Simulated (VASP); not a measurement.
**GaN: single point with r2SCAN**

Crystal: GaN.

```
Ga N
1.0
     0.00000    2.24895    2.18148
     2.24895    0.00000    2.18148
     2.24895    2.24895    0.00000
Ga N
1 1
Direct
  0.00000 0.00000 0.00000
  0.25000 0.25000 0.25000
```

This cell differs from its parent crystal: uniaxial z strain -3.0%.

```yaml
Program: VASP 6.6.1
Task: single point
Functional: r2SCAN
Potentials_or_basis: VASP PAW PBE potentials, release 64 (Ga_d, N)
Cutoff: 520 eV
k_mesh: 10 × 10 × 10
Occupations: gaussian, width 0.01 eV
Spin: non-collinear spin, zero start, spin-orbit coupling
Starting_moments: "[[0.0, 0.0, 0.0], [0.0, 0.0, 0.0]] μB"
```

| Item | Value |
| --- | --- |
| Pressure | 7.5 GPa |
| Net moment | 0.00 μB per cell |
| Valence electrons inside the program's atomic spheres | Ga 11.90; N 3.80 |

Stress tensor (GPa, compression positive):
```
6.28 0.00 0.00
0.00 6.28 0.00
0.00 0.00 9.87
```

Moments on the atoms (μB; x, y, z):
```
Ga  0.00 0.00 0.00
N   0.00 0.00 0.00
```

Run time: 8.4 min on 1 thread of Intel(R) Xeon(R) 6975P-C (Granite Rapids), with other jobs on the host, peak memory 0.32 GiB.

Caveat: the cell differs from its parent crystal (uniaxial z strain -3.0%); the cell stands under pressure; the structure was generated, so it needn't be the stable form of GaN; the PAW data sets were made with another functional, which shifts forces and pressure a little.
